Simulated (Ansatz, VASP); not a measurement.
# KF: VASP beside Ansatz

File INCAR:

```
SYSTEM = KF
PREC = Accurate
ENCUT = 600
EDIFF = 1E-6
ISMEAR = -1
SIGMA = 0.13605693122994
LREAL = .False.
LASPH = .True.
NELM = 120
ALGO = Normal
ISIF = 2
LWAVE = .False.
LCHARG = .False.
GGA = PE
NBANDS = 15
GGA_COMPAT = .False.
```

The input KPOINTS:

```
regular mesh
0
Gamma
  2 2 2
  0 0 0
```

POSCAR

```
KF
1.0
    0.0000000000      2.6544134050      2.6544134050
    2.6544134050      0.0000000000      2.6544134050
    2.6544134050      2.6544134050      0.0000000000
K F
1 1
Direct
    0.0000000000      0.0000000000      0.0000000000
    0.5000000000      0.5000000000      0.5000000000
```

Input for Ansatz:

```yaml
crystal:
  lattice:
    - [0.0, 2.654413405, 2.654413405]
    - [2.654413405, 0.0, 2.654413405]
    - [2.654413405, 2.654413405, 0.0]
  atoms:
    - { symbol: K, position: [0.0, 0.0, 0.0] }
    - { symbol: F, position: [0.5, 0.5, 0.5] }
basis:
  ecutwfc: 420
kpoints:
  mp_grid: { grid: [2, 2, 2] }
hamiltonian:
  xc: pbe
scf:
  occupations: { method: fermi_dirac, width: "0.01 Ry" }
  mixing: { algorithm: broyden }
  initial_density: { chi_scale: 0, normalization: atom }
  max_iter: 60
output:
  forces: true
  stress: true
  eigenvalues: true
  bader: true
```

Alike in both runs: task single point; functional PBE; k mesh 2 × 2 × 2; no spin polarisation.

|  | VASP | Ansatz |
| --- | --- | --- |
| version | VASP 6.6.1 | Ansatz 0.2.0 |
| potentials or method | VASP PAW PBE potentials, release 64 (K_sv, F), cutoff 600 eV | scalar-relativistic, plane waves, PAW |
| occupations | fermi-dirac, width 0.136057 eV | fermi-dirac |
| valence electrons in the cell | 16 | 16 |

|  | VASP | Ansatz | Ansatz less VASP |
| --- | --- | --- | --- |
| gap on the k mesh at the Fermi level (eV) | 6.25 | 6.26 | +0.015 |
| least direct gap on the mesh (eV) | 6.25 | 6.26 | +0.015 |
| pressure (GPa) | 2.2 | 2.2 | -0.05 |

The k mesh is coarse, so the values compare programs but aren't converged.
